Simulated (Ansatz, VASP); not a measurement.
**One calculation of Au, two programs**

File INCAR:

```
SYSTEM = Au
PREC     = Accurate       ! precision mode
ENCUT    = 520            ! plane-wave cutoff, eV
EDIFF    = 1E-6           ! SCF threshold, eV
ISMEAR   = 0              ! smearing method
SIGMA    = 0.15           ! smearing width, eV
LREAL    = .False.        ! projectors in reciprocal space
LASPH    = .True.         ! aspherical terms in the spheres
NELM     = 80             ! most SCF steps
ALGO     = Normal         ! electronic algorithm
ISIF     = 2              ! what is computed and relaxed
LWAVE    = .False.        ! write WAVECAR
LCHARG   = .False.        ! write CHGCAR
GGA      = PS             ! functional
NBANDS   = 12             ! bands
```

File KPOINTS:

```
Automatic mesh
0
Gamma
  20 20 20
  0 0 0
```

The input POSCAR:

```
Au
1.0
   -1.6572690000      1.6572690000      1.7069870700
    1.6572690000     -1.6572690000      1.7069870700
    1.6572690000      1.6572690000     -1.7069870700
Au
1
Direct
    0.0000000000      0.0000000000      0.0000000000
```

Input for Ansatz:

```yaml
crystal:
  lattice:
    - [-1.657269, 1.657269, 1.70698707]
    - [1.657269, -1.657269, 1.70698707]
    - [1.657269, 1.657269, -1.70698707]
  atoms:
    - { symbol: Au, position: [0.0, 0.0, 0.0] }
basis:
  ecutwfc: 420
kpoints:
  mp_grid: { grid: [20, 20, 20] }
hamiltonian:
  xc: pbesol
scf:
  occupations: { method: gaussian, width: 0.15 }
output:
  forces: true
  stress: true
  eigenvalues: true
```

Change from the starting cell: strain +0.000 along x and y, +0.030 along z, atoms carried along.

Alike in both runs: task single point; functional PBEsol; k mesh 20 × 20 × 20; occupations gaussian, width 0.15 eV; no spin polarisation.

```csv
,VASP,Ansatz
version,VASP 6.6.1,Ansatz 0.2.0
potentials or method,"VASP PAW PBE potentials, release 64 (Au), cutoff 520 eV","scalar-relativistic, plane waves, PAW"
valence electrons in the cell,11,19
```

```csv
,VASP,Ansatz,Ansatz less VASP
gap on the k mesh at the Fermi level (eV),none,none,-
pressure (GPa),-12.7,-12.5,+0.17
"traceless stress, the component that is largest in VASP (GPa)",0.14,0.14,-0.007
```

VASP's potentials were made for PBE, not for PBEsol. A gap of «none» marks a metal or a gap that the smearing closes. With one functional, cell and mesh, what is left measures potentials, basis and numerics. VASP's potentials hold 11 valence electrons a cell and Ansatz's 19, so a difference there can come from the potentials and not from the codes.

Spin-orbit coupling is off throughout.
